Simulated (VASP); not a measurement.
Input of a VASP 6.6.1 run:

The input INCAR:

```
  PREC = Accurate
  ENCUT = 520
  EDIFF = 1E-6
  ISMEAR = 0
  SIGMA = 0.15
  LREAL = False
  LASPH = True
  NELM = 100
  ALGO = Fast
  ISIF = 2
  LWAVE = False
  LCHARG = True
  GGA = CA
  LELF = True
  LVHAR = True
  NBANDS = 33
```

KPOINTS

```
Automatic mesh
0
Gamma
  10 10 10
```

POSCAR

```
In3Cu
1.0
    4.2540391292     -0.0750373252     -0.0750373252
   -0.0750373252      4.2540391292     -0.0750373252
   -0.0750373252     -0.0750373252      4.2540391292
In Cu
3 1
Direct
    0.0000000000      0.5000000000      0.5000000000
    0.5000000000      0.0000000000      0.5000000000
    0.5000000000      0.5000000000      0.0000000000
    0.0000000000      0.0000000000      0.0000000000
```

Potentials or basis: VASP PAW LDA potentials, release 64 (In_d, Cu).

Command:

```bash
$ cat potpaw_LDA.64/In_d/POTCAR potpaw_LDA.64/Cu/POTCAR > POTCAR
$ mpirun -np 1 vasp_std > vasp.out
```

(1) Estimate the pressure.

(2) What does it give for the band gap on the k mesh?

Answers

(1) 4.1 GPa.

(2) zero (bands 25 and 26 overlap by 4.49 eV).

Caveat: the cell stands under pressure; spin-orbit coupling is left out, which moves the levels of the heavy elements.
